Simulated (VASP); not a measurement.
# Si62C (a cell with a defect) in VASP: further runs, part 2 of 2

VASP 6.6.1.

### Step 3. Single point, PBE

Contents of INCAR:

```
SYSTEM = Si62C
ALGO     = Normal         ! electronic algorithm
EDIFF    = 1E-7           ! SCF threshold, eV
ENCUT    = 520            ! plane-wave cutoff, eV
GGA      = PE             ! functional
ISIF     = 2              ! what is computed and relaxed
ISMEAR   = -1             ! smearing method
LASPH    = .TRUE.         ! aspherical terms in the spheres
LCHARG   = .FALSE.        ! write CHGCAR
LREAL    = Auto         
LWAVE    = .FALSE.        ! write WAVECAR
NBANDS   = 163            ! bands
NELM     = 100            ! most SCF steps
PREC     = Accurate       ! precision mode
SIGMA    = 0.02           ! smearing width, eV
```

Contents of KPOINTS:

```
k-points
0
G
  1 1 1
  0 0 0
```

Contents of POSCAR:

```
Si62C
1.0
   10.8600000000      0.0000000000      0.0000000000
    0.0000000000     10.8600000000      0.0000000000
    0.0000000000      0.0000000000     10.8600000000
Si C
62 1
Direct
    0.4983648763      0.0012233443      0.0052973341
    0.6249297891      0.1244357682      0.1299761094
    0.7509609879      0.2486436294     -0.0003089515
    0.8758633536      0.3749957585      0.1258073428
    0.7501865177     -0.0069016977      0.2570169557
    0.8751335366      0.1238466990      0.3753186962
   -0.0032221831     -0.0051992440      0.0054657968
    0.1248921716      0.1225782277      0.1256757506
    0.2503088680      0.2492705447      0.0002441702
    0.3770702493      0.3746773586      0.1256262867
    0.5048440446      0.5028735248      0.0054866498
    0.6347342092      0.6250202600      0.1349284647
    0.7502411500      0.7493510869      0.0011301873
    0.8746237957      0.8648424784      0.1348777763
    0.2451044082     -0.0051734987      0.2537385837
    0.3759843510      0.1236191885      0.3739728911
    0.5048041739      0.2544820084      0.2537726148
    0.6347826506      0.3838743314      0.3758127683
    0.7771122421      0.5114903196      0.2623623674
    0.4993359103      0.0003196164      0.5054649063
    0.6227962723      0.1297763876      0.6277061958
    0.7502515337      0.2502029346      0.5002886004
    0.8747048535      0.3839329755      0.6157269668
    0.7450014500      0.0005390711      0.7513138888
    0.8766452179      0.1236694663      0.8746744064
    0.0015136602      0.4981461799     -0.0004752398
    0.1246294068      0.6237341561      0.1258683507
    0.2509275577      0.7486383314     -0.0003151014
    0.3751493146      0.8746486459      0.1299638164
    0.0015126366      0.2488023502      0.2489663806
    0.1247487078      0.3749005220      0.3746726938
    0.2508972921      0.4980614491      0.2489238110
    0.3757811414      0.6244656981      0.3753452112
    0.5065438721      0.7495184785      0.2571091262
    0.6284763324      0.8712695719      0.3924163477
   -0.0061728056     -0.0065913266      0.5001923674
    0.1206891421      0.1246085734      0.6256782017
    0.2509251363      0.2486292383      0.4995568597
    0.3749802207      0.3789154828      0.6256712790
    0.5062054219      0.5057591290      0.5001958438
    0.6273692415      0.6403896733      0.6227851522
    0.8589715459      0.8721559039      0.6225304481
    0.2452346879      0.0012402584      0.7521960918
    0.3745113217      0.1250225293      0.8760551119
    0.4982869601      0.2544222444      0.7522638419
    0.6249443359      0.3789308051      0.8755439723
    0.7502151526      0.5059352654      0.7440544357
    0.8750852934      0.6245230688      0.8746280593
   -0.0118688379      0.7225022477      0.2623837302
    0.1157577352      0.8648648267      0.3758315573
   -0.0117912326      0.5114170717      0.4733470139
    0.1156000429      0.6249485297      0.6157717567
    0.2493867631      0.7493160753      0.5002923893
    0.3698889344      0.8767501145      0.6276203735
   -0.0032530968      0.2545477789      0.7457774835
    0.1249091422      0.3747010471      0.8735152424
    0.2450264476      0.5028709202      0.7457430187
    0.3758799896      0.6229581873      0.8746894442
    0.4990775995      0.7546112439      0.7513732384
    0.6229387914      0.8766983392      0.8805598096
   -0.0064696302      0.7494855591      0.7440157209
    0.1206535745      0.8746606196      0.8755095385
    0.9106909711      0.5889138711      0.3398356632
```

Potentials or basis: VASP PAW PBE potentials, release 64 (Si, C).

Launch:

```
$ cat potpaw_PBE.64/Si/POTCAR potpaw_PBE.64/C/POTCAR > POTCAR
$ mpirun -np 1 vasp_gam > vasp.out
```

It took 6.9 min on 1 thread of Intel Xeon Platinum 8259CL at 2.50GHz (Skylake/Cascade Lake), shared host; peak memory 1 GiB.

Results (log left out):

```yaml
Free_energy: -335.2485 eV
Pressure: 0.7 GPa
Largest_force: 0.020 eV/Å
```

Forces on the atoms (eV/Å):
```
Si   0.001 -0.001  0.000
Si  -0.002  0.004 -0.001
Si   0.001 -0.001 -0.005
Si   0.001  0.000  0.001
Si   0.001 -0.001 -0.001
Si   0.001 -0.001  0.000
Si   0.003  0.000  0.004
Si   0.001  0.006 -0.004
Si   0.001 -0.003 -0.001
Si  -0.003 -0.003 -0.003
Si  -0.003 -0.003  0.001
Si  -0.001  0.005 -0.002
Si   0.000  0.000 -0.002
Si  -0.003  0.003 -0.004
Si   0.002  0.002 -0.004
Si   0.003 -0.005 -0.004
Si  -0.003  0.003 -0.005
Si  -0.001  0.000  0.006
Si  -0.011 -0.012 -0.011
Si  -0.003  0.002  0.002
Si  -0.001  0.004 -0.003
Si   0.003  0.000  0.003
Si  -0.004 -0.003  0.001
Si  -0.003 -0.001  0.002
Si   0.000  0.000 -0.003
Si   0.001 -0.004  0.002
Si   0.000 -0.001 -0.002
Si   0.001 -0.001 -0.003
Si  -0.005  0.005  0.000
Si   0.005 -0.001 -0.006
Si   0.003  0.000  0.003
Si   0.000 -0.002 -0.003
Si   0.000  0.000 -0.002
Si   0.001 -0.006 -0.001
Si  -0.005  0.005 -0.002
Si   0.002  0.001 -0.001
Si   0.003  0.004  0.003
Si   0.004  0.002  0.001
Si  -0.008 -0.003  0.002
Si   0.000 -0.003 -0.002
Si  -0.005  0.000  0.006
Si  -0.001  0.004  0.007
Si  -0.006  0.002  0.001
Si   0.001  0.002  0.002
Si  -0.001  0.003  0.002
Si  -0.001 -0.001  0.006
Si  -0.001 -0.002  0.001
Si   0.000  0.001  0.003
Si   0.011  0.012 -0.010
Si  -0.001 -0.002  0.005
Si   0.011 -0.011  0.011
Si   0.002  0.005  0.000
Si  -0.001  0.000  0.001
Si  -0.003  0.002  0.001
Si   0.002  0.005 -0.002
Si   0.004 -0.004  0.002
Si  -0.002 -0.002 -0.001
Si   0.003 -0.002 -0.003
Si  -0.002  0.002  0.001
Si  -0.006  0.004  0.005
Si   0.004 -0.002 -0.001
Si   0.003  0.001  0.004
C    0.004 -0.009  0.005
```

Stress tensor (GPa, compression positive):
```
 0.72 -1.05 -1.05
-1.05  0.73  1.05
-1.05  1.05  0.70
```

Levels at points of the mesh, in eV from the Fermi level:
| k point | band 124 | band 125 | band 126 | band 127 | band 128 | band 129 |
| --- | --- | --- | --- | --- | --- | --- |
| (0.00, 0.00, 0.00) | -0.67 | -0.67 | -0.12 | 0.13 | 0.13 | 0.34 |

Caveat: the k points lie up to 0.58 Å⁻¹ apart.

### Step 4. Single point, PBE

Contents of INCAR:

```
PREC = Accurate ; ENCUT = 520
EDIFF = 1E-6 ; ISMEAR = -1
SIGMA = 0.02 ; LREAL = Auto
LASPH = True ; NELM = 100
ALGO = Normal ; ISIF = 2
LWAVE = False ; LCHARG = False
GGA = PE ; NBANDS = 163
```

Contents of KPOINTS:

```
regular mesh
0
Gamma
  1 1 1
```

Contents of POSCAR:

```
Si62C
1.0
   10.8600000000      0.0000000000      0.0000000000
    0.0000000000     10.8600000000      0.0000000000
    0.0000000000      0.0000000000     10.8600000000
Si C
62 1
Direct
    0.4999190264      0.0000809736      0.0023025326
    0.6284772403      0.1201355730      0.1296632713
    0.7488385341      0.2505706076      0.0005706076
    0.8801396174      0.3739668513      0.1239668513
    0.7501848702     -0.0092334897      0.2600010502
    0.8750244691      0.1244553777      0.3749755309
    0.0002311806     -0.0046771500      0.0001213967
    0.1268486570      0.1201073071      0.1231513430
    0.2507100837      0.2492899163     -0.0007100837
    0.3798926929      0.3731513430      0.1231513430
    0.5046771500      0.4997688194      0.0001213967
    0.6314239120      0.6254810000      0.1315532626
    0.7499675922      0.7500324078      0.0005639547
    0.8745190000      0.8685760880      0.1315532626
    0.2498786033     -0.0046771500      0.2497688194
    0.3743457197      0.1256542803      0.3754995431
    0.5046771500      0.2501213967      0.2497688194
    0.6314239120      0.3815532626      0.3754810000
    0.7660725809      0.5025037976      0.2525037976
    0.5002522575     -0.0002522575      0.5009453554
    0.6232246163      0.1262099421      0.6267753837
    0.7499675922      0.2505639547      0.5000324078
    0.8745190000      0.3815532626      0.6185760880
    0.7490546446     -0.0002522575      0.7497477425
    0.8745004569      0.1256542803      0.8756542803
    0.0023884057      0.4976115943     -0.0051477175
    0.1260331487      0.6198603826      0.1239668513
    0.2494293924      0.7511614659      0.0005706076
    0.3798644270      0.8715227597      0.1296632713
    0.0023884057      0.2448522825      0.2476115943
    0.1260331487      0.3739668513      0.3698603826
    0.2551477175      0.4976115943      0.2476115943
    0.3755446223      0.6249755309      0.3749755309
    0.5092334897      0.7498151298      0.2600010502
    0.6367004868      0.8632995132      0.4024453245
   -0.0100010502     -0.0092334897      0.4998151298
    0.1203367287      0.1201355730      0.6215227597
    0.2494293924      0.2505706076      0.5011614659
    0.3798644270      0.3796632713      0.6215227597
    0.5092334897      0.5100010502      0.4998151298
    0.6367004868      0.6524453245      0.6132995132
    0.8475546755      0.8632995132      0.6132995132
    0.2476974674      0.0000809736      0.7500809736
    0.3747844277      0.1252155723      0.8752155723
    0.4999190264      0.2523025326      0.7500809736
    0.6284772403      0.3796632713      0.8701355730
    0.7501848702      0.5100010502      0.7407665103
    0.8750244691      0.6249755309      0.8744553777
   -0.0025037976      0.7339274191      0.2525037976
    0.1184467374      0.8685760880      0.3754810000
   -0.0025037976      0.5025037976      0.4839274191
    0.1184467374      0.6254810000      0.6185760880
    0.2494360453      0.7500324078      0.5000324078
    0.3737900579      0.8767753837      0.6267753837
    0.0002311806      0.2501213967      0.7453228500
    0.1268486570      0.3731513430      0.8701073071
    0.2498786033      0.4997688194      0.7453228500
    0.3743457197      0.6254995431      0.8756542803
    0.5002522575      0.7509453554      0.7497477425
    0.6232246163      0.8767753837      0.8762099421
   -0.0100010502      0.7498151298      0.7407665103
    0.1203367287      0.8715227597      0.8701355730
    0.7140318489      0.7859681511      0.5359681511
```

Potentials or basis: VASP PAW PBE potentials, release 64 (Si, C).

Launch:

```
$ cat potpaw_PBE.64/Si/POTCAR potpaw_PBE.64/C/POTCAR > POTCAR
$ mpirun -np 1 vasp_gam > vasp.out
```

OUTCAR:

```text
PREC = Accurate
   ENCUT = 520
   EDIFF = 1E-6
   ISMEAR = -1
   LREAL = Auto
   LASPH = True
   NELM = 100
   ISIF = 2
   GGA = PE

 ion  position               nearest neighbor table
   1  0.500  0.000  0.002-  60 2.34  29 2.36   2 2.36  44 2.37
   2  0.628  0.120  0.130-  17 2.35   1 2.36   3 2.38   5 2.39
   3  0.749  0.251  0.001-  25 2.35   4 2.37   2 2.38  46 2.38
   4  0.880  0.374  0.124-  19 2.33  26 2.35  30 2.35   3 2.37
[... 497 lines left out ...]
  -------------------------------------------------------------------------------------
  Total        5.8604333      5.8604333      5.8604333     -8.4006910      8.4006910     -8.4006910
  in kB        7.3307909      7.3307909      7.3307909    -10.5083885     10.5083885    -10.5083885
  external PRESSURE =       7.3307909 kB  Pullay stress =       0.0000000 kB

 VOLUME and BASIS-vectors are now :
 -----------------------------------------------------------------------------
  energy-cutoff  :      520.00
  volume of cell :     1280.82
      direct lattice vectors                 reciprocal lattice vectors
    10.860000000  0.000000000  0.000000000     0.092081031  0.000000000  0.000000000
     0.000000000 10.860000000  0.000000000     0.000000000  0.092081031  0.000000000
     0.000000000  0.000000000 10.860000000     0.000000000  0.000000000  0.092081031

 POSITION                                       TOTAL-FORCE (eV/Angst)
 -----------------------------------------------------------------------------------
      5.42912      0.00088      0.02501         0.008189     -0.008189     -0.007629
      6.82526      1.30467      1.40814        -0.004395     -0.000905      0.004258
      8.13239      2.72120      0.00620        -0.004953      0.005666      0.005666
      9.55832      4.06128      1.34628        -0.008697     -0.001421     -0.001421
      8.14701     10.75972      2.82361         0.010221     -0.007028     -0.016744
      9.50277      1.35159      4.07223        -0.015103      0.000719      0.015103
[... 55 lines left out ...]
      1.30686      9.46474      9.44967        -0.004258      0.004395     -0.000905
      7.75439      8.53561      5.82061         0.004674     -0.004674     -0.004674
 -----------------------------------------------------------------------------------
    total drift:                               -0.018133      0.018133      0.018133

  FREE ENERGIE OF THE ION-ELECTRON SYSTEM (eV)
  ---------------------------------------------------
  free  energy   TOTEN  =      -335.2456879081 eV

  energy  without entropy=     -335.2440940234  energy(sigma->0) =     -335.24489097
```

Run time: 7.2 min. Hardware: 1 thread of Intel Xeon Platinum 8259CL at 2.50GHz (Skylake/Cascade Lake), shared host; peak memory 1 GiB.

What came out:

```
Free energy   : -335.2457 eV
Pressure      : 0.7 GPa
Largest force : 0.035 eV/Å
```

Forces on the atoms (eV/Å):
```
Si   0.008 -0.008 -0.008
Si  -0.004 -0.001  0.004
Si  -0.005  0.006  0.006
Si  -0.009 -0.001 -0.001
Si   0.010 -0.007 -0.017
Si  -0.015  0.001  0.015
Si  -0.008  0.004  0.001
Si   0.001 -0.010 -0.001
Si  -0.012  0.012  0.012
Si   0.010 -0.001 -0.001
Si  -0.004  0.008  0.001
Si  -0.002 -0.010 -0.013
Si  -0.010  0.010  0.022
Si   0.010  0.002 -0.013
Si  -0.001  0.004  0.008
Si  -0.004  0.004 -0.001
Si  -0.004  0.001  0.008
Si  -0.002 -0.013 -0.010
Si   0.000  0.007  0.007
Si  -0.010  0.010  0.026
Si   0.016 -0.024 -0.016
Si  -0.010  0.022  0.010
Si   0.010 -0.013  0.002
Si  -0.026  0.010  0.010
Si   0.001  0.004  0.004
Si   0.000  0.000 -0.005
Si   0.001  0.009 -0.001
Si  -0.006  0.005  0.006
Si   0.001  0.004  0.004
Si   0.000 -0.005  0.000
Si   0.001 -0.001  0.009
Si   0.005  0.000  0.000
Si  -0.001  0.015  0.015
Si   0.007 -0.010 -0.017
Si  -0.013  0.013 -0.029
Si   0.017 -0.007 -0.010
Si  -0.004 -0.001  0.004
Si  -0.006  0.006  0.005
Si   0.001  0.004  0.004
Si   0.007 -0.017 -0.010
Si  -0.013 -0.029  0.013
Si   0.029  0.013  0.013
Si   0.008 -0.008 -0.008
Si   0.002 -0.002 -0.002
Si   0.008 -0.008 -0.008
Si  -0.004  0.004 -0.001
Si   0.010 -0.017 -0.007
Si  -0.015  0.015  0.001
Si  -0.007  0.000  0.007
Si   0.013  0.002 -0.010
Si  -0.007  0.007  0.000
Si   0.013 -0.010  0.002
Si  -0.022  0.010  0.010
Si   0.024 -0.016 -0.016
Si  -0.008  0.001  0.004
Si   0.001 -0.001 -0.010
Si  -0.001  0.008  0.004
Si  -0.004 -0.001  0.004
Si  -0.010  0.026  0.010
Si   0.016 -0.016 -0.024
Si   0.017 -0.010 -0.007
Si  -0.004  0.004 -0.001
C    0.005 -0.005 -0.005
```

Stress tensor (GPa, compression positive):
```
 0.73 -1.05 -1.05
-1.05  0.73  1.05
-1.05  1.05  0.73
```

Caveat: the k points lie up to 0.58 Å⁻¹ apart.

### Step 5. Summary

| task | cell | pressure (GPa) | largest force (eV/Å) |
| --- | --- | --- | --- |
| relaxation of the atoms | atoms relaxed, atomic positions A | 0.8 | 0.02 |
| single point | as given, atomic positions B | 0.7 | 0.02 |
| single point | as given, atomic positions C | 0.7 | 0.03 |

Alike in all rows: level PBE; potentials or basis VASP PAW PBE potentials, release 64 (Si, C); no spin polarisation; k mesh 1 × 1 × 1; cutoff (eV) 520; smearing fermi-dirac 0.02 eV.

Caveats: all runs use coarse meshes.

Absolute energies hang on the potentials; compare differences alone.
